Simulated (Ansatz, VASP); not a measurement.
**ScSb3S: VASP beside Ansatz**

```
CELL_PARAMETERS angstrom
5.42323 0.00000 0.00000
0.00000 5.42323 0.00000
0.00000 0.00000 5.42323
ATOMIC_POSITIONS crystal
Sc 0.50000 0.50000 0.50000
Sb 0.00000 0.50000 0.50000
Sb 0.50000 0.00000 0.50000
Sb 0.50000 0.50000 0.00000
S 0.00000 0.00000 0.00000
```

Alike in both runs: functional PBE; k mesh 8 × 8 × 8; occupations gaussian, width 0.1 eV; collinear spin.

Ansatz relaxed the structure, and its values are those at the end. VASP's run is a single point on that final structure, the one shown.

|  | VASP | Ansatz |
| --- | --- | --- |
| version | VASP 6.6.1 | Ansatz 0.2.0 |
| potentials or method | VASP PAW PBE potentials, release 64 (Sc_sv, Sb, S), cutoff 520 eV | scalar-relativistic, plane waves, PAW |
| valence electrons in the cell | 32 | 62 |

|  | VASP | Ansatz | Ansatz less VASP |
| --- | --- | --- | --- |
| gap on the k mesh at the Fermi level (eV) | none | none | - |
| pressure (GPa) | -0.1 | 0.0 | +0.09 |
| net moment per atom (μB) | 0.25 | 0.24 | 0.000 |
| size of the moment on the site where the two differ most (μB) | 0.54 | 0.85 | +0.309 |

Site moments also hang on the region over which each program counts them. A gap of «none» marks a metal or a gap that the smearing closes. VASP's potentials hold 32 valence electrons a cell and Ansatz's 62, so a difference there can come from the potentials and not from the codes.

Spin-orbit coupling is off throughout.
